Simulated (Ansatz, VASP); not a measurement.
**Two plane-wave programs on HfN**

Contents of POSCAR:

```
HfN
1.0
    2.8250300000      0.0000000000      0.0000000000
    0.0000000000      2.8250300000      0.0000000000
    0.0000000000      0.0000000000      2.8250300000
Hf N
1 1
Direct
    0.5000000000      0.5000000000      0.5000000000
    0.0000000000      0.0000000000      0.0000000000
```

Contents of INCAR.step1:

```
SYSTEM = HfN
  PREC = Accurate
  ENCUT = 520
  ISMEAR = -1
  SIGMA = 0.05
  LREAL = .FALSE.
  LASPH = .TRUE.
  NELM = 150
  LMAXMIX = 4
  LDAU = .TRUE.
  LDAUTYPE = 2
  LDAUL = 2 -1
  LDAUU = 5 0
  LDAUJ = 0 0
  NBANDS = 14
  GGA = PE
  ALGO = Normal
  EDIFF = 1E-4
  LWAVE = .TRUE.
  LCHARG = .FALSE.
```

Contents of INCAR.step2:

```
SYSTEM = HfN
  PREC = Accurate
  ENCUT = 520
  EDIFF = 1E-7
  ISMEAR = -1
  SIGMA = 0.05
  LREAL = .FALSE.
  LASPH = .TRUE.
  NELM = 150
  ALGO = Normal
  ISIF = 2
  LWAVE = .FALSE.
  LCHARG = .FALSE.
  LMAXMIX = 4
  LDAU = .TRUE.
  LDAUTYPE = 2
  LDAUL = 2 -1
  LDAUU = 5 0
  LDAUJ = 0 0
  LDAUPRINT = 1
  METAGGA = R2SCAN
  LMIXTAU = .TRUE.
  NBANDS = 14
  ISTART = 1
```

KPOINTS

```
regular mesh
0
G
  9 9 9
  0 0 0
```

File input.yaml:

```yaml
crystal:
  lattice:
    - [2.82503, 0.0, 0.0]
    - [0.0, 2.82503, 0.0]
    - [0.0, 0.0, 2.82503]
  atoms:
    - { symbol: Hf, position: [0.5, 0.5, 0.5] }
    - { symbol: "N", position: [0.0, 0.0, 0.0] }
hamiltonian:
  xc: r2scan
  pseudopotentials: { kind: paw }
  hubbard: { sites: [{ species: Hf, l: d, u_eff: 5.0 }] }
kpoints:
  mp_grid: { grid: [9, 9, 9] }
scf:
  occupations: { method: fermi_dirac, width: 0.05 }
  n_extra_bands: 6
output:
  forces: true
  stress: true
  eigenvalues: true
  dos: { projected: true, de: 0.05, nscf_kmesh: { grid: [14, 14, 14] } }
  write_density: true
  write_potential: true
  elf: true
  volumetric_format: npy
```

Alike in both runs: functional r2SCAN; k mesh 9 × 9 × 9; occupations fermi-dirac, width 0.05 eV; no spin polarisation; Hubbard terms Hf d U = 5.0 eV.

```csv
,VASP,Ansatz
version,VASP 6.6.1,Ansatz 0.2.0
potentials or method,"VASP PAW PBE potentials, release 64 (Hf_pv, N)",Ansatz PAW
plane-wave cutoff (eV),520,500
valence electrons in the cell,15,31
task,single point,projected density of states
```

```tsv
	VASP	Ansatz	Ansatz less VASP
gap on the k mesh at the Fermi level (eV)	none	none	-
pressure (GPa)	11.7	3.3	-8.39
```

VASP's potentials were made for PBE, not for r2SCAN. The programs project onto different local orbitals, so the same U acts differently, and such runs can settle in different states. A gap of «none» marks a metal or a gap that the smearing closes. VASP's potentials hold 15 valence electrons a cell and Ansatz's 31, so a difference there can come from the potentials and not from the codes.

Spin-orbit coupling is off throughout.
